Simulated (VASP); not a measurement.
Crystal: Ni.

```
Ni
1.0
     0.00000    1.76735    1.76735
     1.76735    0.00000    1.76735
     1.76735    1.76735    0.00000
Ni
1
Cartesian
  0.0000 0.0000 0.0000
```

Base run:

| Item | Value |
| --- | --- |
| Program | VASP 6.6.1 |
| Functional | PBE |
| Potentials or basis | VASP PAW PBE potentials, release 64 (Ni) |
| Cutoff | 520 eV |
| k mesh | 12 × 12 × 12 |
| Occupations | fermi-dirac, width 0.05 eV |
| Spin | collinear spin, ferromagnetic start |
| Starting moments | [1.49] μB |
| Fixed moment | 1.49 μB |

Its results: pressure 8.7 GPa; site moments Ni +1.43 μB.

**Question.** The run is repeated on the same cell with these changes: fixed moment from 1.49 μB to 1.24 μB; moments at the start from [1.49] to [1.24]. What comes out?

**Answer.** Pressure 3.9 GPa; site moments Ni +1.21 μB.

Caveats: the cell stands under pressure; the total moment is fixed, so each spin has its own Fermi level.
